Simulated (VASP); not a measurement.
Set up this calculation in VASP 6.6.1, as the native input.

* Task: single point
* Functional: PBEsol
* Potentials or basis: VASP PAW PBE potentials, release 64 (W_sv, C, O)
* Cutoff: 520 eV
* k mesh: 3 × 3 × 1
* Occupations: gaussian, width 0.05 eV
* Spin: no spin polarisation
* Dipole correction: no
* Further INCAR settings: LREAL = Auto; ALGO = Normal; EDIFF = 1e-06; NBANDS = 89

The structure of W8C8O lies in POSCAR:

```
W8C8O
1.0
    5.7964000000      0.0000000000      0.0000000000
   -2.8982000000      5.0198300000      0.0000000000
    0.0000000000      0.0000000000     16.2471000000
W C O
8 8 1
Direct
    0.0000000000      0.0000000000      0.0615493842
    0.0005083103      0.0009976433      0.2423269383
    0.0000000000      0.5000000000      0.0615493842
   -0.0031881968      0.5007235305      0.2352984225
    0.5000000000      0.0000000000      0.0615493842
    0.4941848257     -0.0116231028      0.2299255867
    0.5000000000      0.5000000000      0.0615493842
    0.5039073928      0.5007193471      0.2352966376
    0.3295308349      0.1649832763      0.1432399628
    0.3797078086      0.1767512047      0.3136052588
    0.3331576289      0.6663118074      0.1389212229
    0.3257085094      0.6514063225      0.3014294243
    0.8354483595      0.1649802882      0.1432426095
    0.7970650323      0.1767458261      0.3136075977
    0.8364121964      0.6728257730      0.1439802180
    0.8298040917      0.6596119789      0.3073661146
    0.5518936209      1.1037451467      0.3574043983
```

One way to write it, as run:

INCAR

```
PREC = Accurate
ENCUT = 520
EDIFF = 1E-6
ISMEAR = 0
SIGMA = 0.05
LREAL = Auto
LASPH = True
NELM = 80
ALGO = Normal
ISIF = 2
LWAVE = False
LCHARG = False
GGA = PS
NBANDS = 89
```

KPOINTS

```
regular mesh
0
Gamma
  3 3 1
```

Potentials or basis: VASP PAW PBE potentials, release 64 (W_sv, C, O).

The run is started by

```bash
$ cat potpaw_PBE.64/W_sv/POTCAR potpaw_PBE.64/C/POTCAR potpaw_PBE.64/O/POTCAR > POTCAR
$ mpirun -np 1 vasp_std > vasp.out
```

It gave:

```yaml
Largest_force: 0.740 eV/Å
Band_gap_on_the_k_mesh: zero (bands 75 and 76 overlap by 0.49 eV)
```

Caveat: the k points lie up to 0.42 Å⁻¹ apart; there is no dipole correction, which matters where the two faces differ; the PAW data sets were made with another functional, which shifts forces and pressure a little; spin-orbit coupling is left out, which moves the levels of the heavy elements.

Run time: 7.5 min on 1 thread of Intel(R) Xeon(R) 6975P-C (Granite Rapids), with other jobs on the host, peak memory 0.65 GiB.
